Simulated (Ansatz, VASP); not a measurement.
## One calculation of Ti2O, two programs

POSCAR

```
Ti2O
1.0
    2.9193980238      0.0000000000      0.0000000000
   -1.4596990119      2.5282728524      0.0000000000
    0.0000000000      0.0000000000      4.7130000000
Ti O
2 1
Direct
    0.6666666667      0.3333333333      0.2787400000
    0.3333333333      0.6666666667      0.7212600000
    0.0000000000      0.0000000000      0.0000000000
```

File INCAR.step1:

```
PREC = Accurate
ENCUT = 660
ISMEAR = 0
SIGMA = 0.1
LREAL = F
LASPH = T
NELM = 120
NBANDS = 22
GGA = PE
ALGO = Normal
EDIFF = 1E-5
LWAVE = T
LCHARG = F
GGA_COMPAT = F
```

File INCAR.step2:

```
PREC = Accurate
ENCUT = 660
EDIFF = 1E-6
ISMEAR = 0
SIGMA = 0.1
LREAL = F
LASPH = T
NELM = 120
ALGO = Normal
ISIF = 2
LWAVE = F
LCHARG = F
METAGGA = R2SCAN
LMIXTAU = T
NBANDS = 22
ISTART = 1
GGA_COMPAT = F
```

Contents of KPOINTS:

```
regular mesh
0
Gamma
  24 24 12
```

Input for Ansatz:

```yaml
crystal:
  lattice:
    - [2.9193980238, 0.0, 0.0]
    - [-1.4596990119, 2.5282728524, 0.0]
    - [0.0, 0.0, 4.713]
  atoms:
    - { symbol: Ti, position: [0.6666666667, 0.3333333333, 0.27874] }
    - { symbol: Ti, position: [0.3333333333, 0.6666666667, 0.72126] }
    - { symbol: O, position: [0.0, 0.0, 0.0] }
basis:
  ecutwfc: 500
kpoints:
  mp_grid: { grid: [24, 24, 12] }
hamiltonian:
  xc: r2scan
scf:
  occupations: { method: gaussian, width: 0.1 }
output:
  forces: true
  stress: true
  eigenvalues: true
```

Alike in both runs: task single point; functional r2SCAN; k mesh 24 × 24 × 12; occupations gaussian, width 0.1 eV; no spin polarisation.

|  | VASP | Ansatz |
| --- | --- | --- |
| version | VASP 6.6.1 | Ansatz 0.2.0 |
| potentials or method | VASP PAW PBE potentials, release 64 (Ti_sv, O), cutoff 660 eV | scalar-relativistic, plane waves, PAW |
| valence electrons in the cell | 30 | 30 |

VASP gave:

```
gap on the k mesh at the Fermi level (eV)                     : none
pressure (GPa)                                                : 10.0
traceless stress, the component that is largest in VASP (GPa) : 5.20
rms of the force components (eV/Å)                            : 0.473
```

Question: What did Ansatz give for the same quantities?

Answer: gap on the k mesh at the Fermi level (eV): none; pressure (GPa): 9.0; traceless stress, the component that is largest in VASP (GPa): 5.15; rms of the force components (eV/Å): 0.493.

VASP's potentials were made for PBE, not for r2SCAN. Atom by atom the forces differ by 0.020 eV/Å (rms over components). A gap of «none» marks a metal or a gap that the smearing closes.
